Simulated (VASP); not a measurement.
# Pt (P6_3/mmc) in VASP: further runs

The runs below take Pt through single point, with BLYP.

All numbers are computed with VASP 6.6.1; they aren't measurements. Logs are shortened: lines on timing, memory, paths and dates and some standing lists are left out, and cuts for length are marked.

### Step 1. The cell of the first run

Symmetry: P6_3/mmc, No. 194, hexagonal system. The conventional cell has a = 2.879 Å, b = 2.879 Å, c = 9.686 Å, α = 90.00°, β = 90.00°, γ = 120.00°. Within 3.8 Å of Pt (site symmetry -3m) lie 12 Pt at 2.88 to 2.94 Å. Pt (site symmetry -6m2) has 12 Pt at 2.88 to 2.94 Å within 3.8 Å.

### Step 2. Single point, BLYP (volume scaled by 1.04)

The input, INCAR:

```
SYSTEM = Pt
PREC = Accurate
ENCUT = 520
EDIFF = 1E-7
ISMEAR = -1
SIGMA = 0.1
LREAL = .FALSE.
LASPH = .TRUE.
NELM = 100
ALGO = Normal
ISIF = 2
LWAVE = .FALSE.
LCHARG = .FALSE.
GGA = B5
ALDAX = 1.0
AGGAX = 1.0
AGGAC = 1.0
ALDAC = 0.0
NBANDS = 28
```

The input, KPOINTS:

```
regular mesh
0
G
  14 14 4
  0 0 0
```

The input, POSCAR:

```
Pt
1.0
    2.8790461683      0.0000000000      0.0000000000
   -1.4395230842      2.4933271204      0.0000000000
    0.0000000000      0.0000000000      9.6861715999
Pt
4
Direct
    1.0000000000      1.0000000000      0.0000000000
    1.0000000000      1.0000000000      0.5000000000
    0.3333333333      0.6666666667      0.2500000000
    0.6666666667      0.3333333333      0.7500000000
```

Potentials or basis: VASP PAW PBE potentials, release 64 (Pt).

Started as:

```sh
> cat potpaw_PBE.64/Pt/POTCAR > POTCAR
> mpirun -np 1 vasp_std > vasp.out
```

OUTCAR:

```text
SYSTEM = Pt
   PREC = Accurate
   ENCUT = 520
   EDIFF = 1E-7
   ISMEAR = -1
   LREAL = .FALSE.
   LASPH = .TRUE.
   NELM = 100
   ISIF = 2
   GGA = B5

 ion  position               nearest neighbor table
   1  0.000  0.000  0.000-   3 2.94   4 2.94   4 2.94   3 2.94   4 2.94   3 2.94
   2  0.000  0.000  0.500-   3 2.94   4 2.94   4 2.94   3 2.94   4 2.94   3 2.94
   3  0.333  0.667  0.250-   1 2.94   2 2.94   1 2.94   2 2.94   1 2.94   2 2.94
   4  0.667  0.333  0.750-   1 2.94   2 2.94   1 2.94   2 2.94   1 2.94   2 2.94

  LATTYP: Found a hexagonal cell.
 ALAT       =     2.8790461683
 C/A-ratio  =     3.3643682781

  Lattice vectors:

 A1 = (   2.8790461683,   0.0000000000,   0.0000000000)
 A2 = (  -1.4395230842,   2.4933271204,   0.0000000000)
 A3 = (   0.0000000000,   0.0000000000,   9.6861715999)

Analysis of symmetry for initial positions (statically):
=====================================================================
 Subroutine PRICEL returns:
 Original cell was already a primitive cell.

 Routine SETGRP: Setting up the symmetry group for a
 hexagonal supercell.

 Subroutine GETGRP returns: Found 24 space group operations
 (whereof 12 operations were pure point group operations)
 out of a pool of 24 trial point group operations.

The static configuration has the point symmetry D_3d.
 The point group associated with its full space group is D_6h.

Analysis of symmetry for dynamics (positions and initial velocities):
=====================================================================
 Subroutine PRICEL returns:
 Original cell was already a primitive cell.

 Routine SETGRP: Setting up the symmetry group for a
 hexagonal supercell.

 Subroutine GETGRP returns: Found 24 space group operations
 (whereof 12 operations were pure point group operations)
 out of a pool of 24 trial point group operations.

The dynamic configuration has the point symmetry D_3d.
 The point group associated with its full space group is D_6h.

 Subroutine INISYM returns: Found 24 space group operations
 (whereof 12 operations are pure point group operations),
 and found     1 'primitive' translations

----------------------------------------------------------------------------------------

                                     Primitive cell

  volume of cell :      69.5313

  direct lattice vectors                    reciprocal lattice vectors
     2.879046168  0.000000000  0.000000000     0.347337257  0.200535259  0.000000000
    -1.439523084  2.493327120  0.000000000     0.000000000  0.401070518  0.000000000
[... 90 lines left out ...]
   LREAL  =      F    real-space projection
   EDIFFG = 0.1E-05   stopping-criterion for IOM
   NSW    =      0    number of steps for IOM
   IBRION =     -1    ionic relax: 0-MD 1-quasi-New 2-CG
   NFREE  =      0    steps in history (QN), initial steepest desc. (CG)
   ISIF   =      2    stress and relaxation
   ISYM   =      2    0-nonsym 1-usesym 2-fastsym
   POTIM  = 0.5000    time-step for ionic-motion
   TEBEG  =    0.0;   TEEND  =   0.0 temperature during run
   PSTRESS=    0.0 pullay stress
   NELECT =      40.0000    total number of electrons
   NUPDOWN=      -1.0000    fix difference up-down
   EMIN   =  10.00;   EMAX   =-10.00  energy-range for DOS
   EFERMI =   0.00;   METHOD = LEGACY
   ISMEAR =    -1;   SIGMA  =   0.10  broadening in eV -4-tet -1-fermi 0-gaus
   EFERMI_NEDOS =   21; number of points for ismear=-14 and -15
   IALGO  =     38    algorithm
   IMIX   =      4    mixing-type and parameters
     AMIX     =   0.40;   BMIX     =  1.00
     AMIX_MAG =   1.60;   BMIX_MAG =  1.00
  volume/ion in A,a.u.               =      17.38       117.31
  Fermi-wavevector in a.u.,A,eV,Ry     =   1.361554  2.572964 25.222872  1.853829
  Thomas-Fermi vector in A             =   2.488120
   LORBIT       =      0    0 simple, 1 ext, 2 COOP (PROOUT), +10 PAW based schemes
   GGA     = B5    functional components
   LHFCALC =     F    Hartree Fock is set to
   AEXX    =    0.0000 exact exchange contribution
   IVDW    =     0    specifies the selected vdW correction
   LEPSILON=     F    determine dielectric tensor
   LRPA    =     F    only Hartree local field effects (RPA)
 non-spin polarized calculation
  energy-cutoff  :      520.00
  volume of cell :       69.53
 maximum number of plane-waves:      1908
 NGX is ok and might be reduce to    24
   NGX = 11   NGY = 11   NGZ = 37

 number of electron      40.0000005 magnetization

 Free energy of the ion-electron system (eV)
  ---------------------------------------------------
  ext. energy  EPLUGINS =         0.00000000
  ---------------------------------------------------
  free energy    TOTEN  =       -19.98945522 eV

  energy without entropy =      -19.72878101  energy(sigma->0) =      -19.85911811

 E-fermi :   9.3073     XC(G=0): -11.9784

 val. band max:        9.3055270686   @ k =   0.1429   0.0000   0.2500
 cond. band min:       9.3073701093   @ k =   0.2857   0.2857   0.2500
 fundamental gap:      0.0018430408
 Fermi energy:         9.3072929013

 k-point     1 :       0.0000    0.0000    0.0000
  band No.  band energies     occupation
      1       0.7189      2.00000
      2       2.4287      2.00000
      3       2.4342      2.00000
      4       3.2873      2.00000
      5       6.0025      2.00000
      6       6.0434      2.00000
[... 733 lines left out ...]
     27      16.5998      0.00000
     28      17.4517      0.00000

 [... further k-points ...]

------------------------ aborting loop because EDIFF is reached ----------------------------------------

  FORCE on cell =-STRESS in cart. coord.  units (eV):
  Direction    XX          YY          ZZ          XY          YZ          ZX
  --------------------------------------------------------------------------------------
  -------------------------------------------------------------------------------------
  Total       -2.6964888     -2.6964888     -2.6343108      0.0000000      0.0000000     -0.0000000
  in kB      -62.1339782    -62.1339782    -60.7012369      0.0000000      0.0000000     -0.0000000
  external PRESSURE =     -61.6563978 kB  Pullay stress =       0.0000000 kB

 VOLUME and BASIS-vectors are now :
 -----------------------------------------------------------------------------
  energy-cutoff  :      520.00
  volume of cell :       69.53
      direct lattice vectors                 reciprocal lattice vectors
     2.879046168  0.000000000  0.000000000     0.347337257  0.200535259  0.000000000
    -1.439523084  2.493327120  0.000000000     0.000000000  0.401070518  0.000000000
     0.000000000  0.000000000  9.686171600     0.000000000  0.000000000  0.103239963

 POSITION                                       TOTAL-FORCE (eV/Angst)
 -----------------------------------------------------------------------------------
      0.00000      0.00000      0.00000        -0.000000      0.000000      0.000000
      0.00000      0.00000      4.84309        -0.000000      0.000000      0.000000
     -0.00000      1.66222      2.42154        -0.000000      0.000000      0.000000
      1.43952      0.83111      7.26463         0.000000     -0.000000      0.000000
 -----------------------------------------------------------------------------------
    total drift:                               -0.000000      0.000000      0.000000

  FREE ENERGIE OF THE ION-ELECTRON SYSTEM (eV)
  ---------------------------------------------------
  free  energy   TOTEN  =       -19.9894552202 eV

  energy  without entropy=      -19.7287810074  energy(sigma->0) =      -19.85911811
```

OSZICAR:

```text
N       E                     dE             d eps       ncg     rms          rms(c)
DAV:   1     0.237220809180E+03    0.23722E+03   -0.20102E+04  4064   0.135E+03
DAV:   2    -0.143036096843E+02   -0.25152E+03   -0.23936E+03  4448   0.293E+02
DAV:   3    -0.213873045878E+02   -0.70837E+01   -0.68934E+01  4608   0.464E+01
DAV:   4    -0.214544447566E+02   -0.67140E-01   -0.67057E-01  4376   0.473E+00
DAV:   5    -0.214552443722E+02   -0.79962E-03   -0.79959E-03  4432   0.561E-01    0.168E+01
DAV:   6    -0.200770544603E+02    0.13782E+01   -0.32013E+00  4268   0.119E+01    0.850E+00
DAV:   7    -0.200292944219E+02    0.47760E-01   -0.55144E-01  4452   0.460E+00    0.385E+00
DAV:   8    -0.201404739803E+02   -0.11118E+00   -0.16092E+00  4224   0.779E+00    0.425E+00
DAV:   9    -0.199902466932E+02    0.15023E+00   -0.57071E-01  4212   0.512E+00    0.753E-01
DAV:  10    -0.199894689277E+02    0.77777E-03   -0.85800E-03  4360   0.592E-01    0.163E-01
DAV:  11    -0.199894407817E+02    0.28146E-04   -0.11220E-04  4356   0.728E-02    0.614E-02
DAV:  12    -0.199894556800E+02   -0.14898E-04   -0.14079E-05  4344   0.287E-02    0.116E-02
DAV:  13    -0.199894549488E+02    0.73123E-06   -0.63717E-06  4452   0.159E-02    0.645E-03
DAV:  14    -0.199894551637E+02   -0.21494E-06   -0.52237E-07  3420   0.468E-03    0.795E-04
DAV:  15    -0.199894552202E+02   -0.56506E-07   -0.25673E-08  2264   0.993E-04
   1 F= -.19989455E+02 E0= -.19859118E+02  d E =-.260674E+00
```

stdout:

```text
POSCAR found type information on POSCAR Pt
 POSCAR found :  1 types and       4 ions
 scaLAPACK will be used
 -----------------------------------------------------------------------------
|                                                                             |
|                                                                             |
|     You enforced a specific xc type in the INCAR file but a different       |
|     I HOPE YOU KNOW WHAT YOU ARE DOING!                                     |
|                                                                             |
 -----------------------------------------------------------------------------

 LDA part: xc-table for (Slater(with rela. corr.)+VWN5), standard interpolation
 POSCAR, INCAR and KPOINTS ok, starting setup
 FFT: planning ... GRIDC
 FFT: planning ... GRID_SOFT
 FFT: planning ... GRID
 WAVECAR not read
 entering main loop
```

It took 2.2 min on 1 thread of Intel Xeon 6975P-C, shared host; peak memory 0.26 GiB.

Results:

* Free energy: -19.9895 eV
* Pressure: -6.2 GPa
* Band gap on the k mesh: zero (band 20 reaches 9.62 eV, above the bottom of band 21 at 8.53 eV)

Levels at points of the mesh, in eV from the Fermi level:
| k point | band 17 | band 18 | band 19 | band 20 | band 21 | band 22 | band 23 | band 24 |
| --- | --- | --- | --- | --- | --- | --- | --- | --- |
| (0.00, 0.00, 0.00) | -1.56 | -1.07 | -1.07 | -0.74 | -0.74 | -0.12 | -0.12 | 0.14 |
| (0.50, 0.00, 0.00) | 0.19 | 0.26 | 0.26 | 0.31 | 0.81 | 1.55 | 2.89 | 3.13 |
| (0.00, 0.00, 0.50) | -1.35 | -1.35 | -1.35 | -1.35 | -0.38 | -0.38 | -0.38 | -0.38 |
| (0.50, 0.00, 0.50) | 0.14 | 0.14 | 0.29 | 0.29 | 1.97 | 1.97 | 2.90 | 2.90 |

Caveat: the PAW data sets were made with another functional, which shifts forces and pressure a little; spin-orbit coupling is left out, which moves the levels of the heavy elements.

### Step 3. Single point, BLYP (volume scaled by 1.08)

The input, INCAR:

```
AGGAC    = 1.0          
AGGAX    = 1.0          
ALDAC    = 0.0          
ALDAX    = 1.0          
ALGO     = Normal         # electronic algorithm
EDIFF    = 1E-6           # SCF threshold, eV
ENCUT    = 520            # plane-wave cutoff, eV
GGA      = B5             # functional
ISIF     = 2              # what is computed and relaxed
ISMEAR   = -1             # smearing method
LASPH    = T              # aspherical terms in the spheres
LCHARG   = T              # write CHGCAR
LELF     = T              # ELF
LREAL    = F              # projectors in reciprocal space
LVHAR    = T            
LWAVE    = F              # write WAVECAR
NBANDS   = 28             # bands
NELM     = 80             # most SCF steps
PREC     = Accurate       # precision mode
SIGMA    = 0.1            # smearing width, eV
```

The input, KPOINTS:

```
k-points
0
Gamma
  14 14 4
```

The input, POSCAR:

```
Pt
1.0
    2.9154936599      0.0000000000      0.0000000000
   -1.4577468300      2.5248915741      0.0000000000
    0.0000000000      0.0000000000      9.8087943844
Pt
4
Direct
    1.0000000000      1.0000000000      0.0000000000
    1.0000000000      1.0000000000      0.5000000000
    0.3333333333      0.6666666667      0.2500000000
    0.6666666667      0.3333333333      0.7500000000
```

Potentials or basis: VASP PAW PBE potentials, release 64 (Pt).

Started as:

```sh
> cat potpaw_PBE.64/Pt/POTCAR > POTCAR
> mpirun -np 1 vasp_std > vasp.out
```

It took 2.2 min on 1 thread of Intel Xeon 6975P-C, shared host; peak memory 0.27 GiB.

It converged, with:

| Quantity | Value |
| --- | --- |
| Free energy | -19.8412 eV |
| Pressure | -11.5 GPa |
| Band gap on the k mesh | zero (band 20 reaches 8.97 eV, above the bottom of band 21 at 7.96 eV) |

Stress tensor (GPa, compression positive):
```
-11.69   0.00   0.00
  0.00 -11.69   0.00
  0.00   0.00 -11.15
```

Levels at points of the mesh, in eV from the Fermi level:
```tsv
k point	band 17	band 18	band 19	band 20	band 21	band 22	band 23	band 24
(0.00, 0.00, 0.00)	-1.47	-1.00	-1.00	-0.70	-0.70	-0.12	-0.12	0.28
(0.50, 0.00, 0.00)	0.18	0.23	0.24	0.28	0.92	1.64	2.80	3.03
(0.00, 0.00, 0.50)	-1.27	-1.27	-1.27	-1.27	-0.36	-0.36	-0.36	-0.36
(0.50, 0.00, 0.50)	0.12	0.12	0.26	0.26	1.95	1.95	2.84	2.84
```

Caveat: the PAW data sets were made with another functional, which shifts forces and pressure a little; spin-orbit coupling is left out, which moves the levels of the heavy elements.
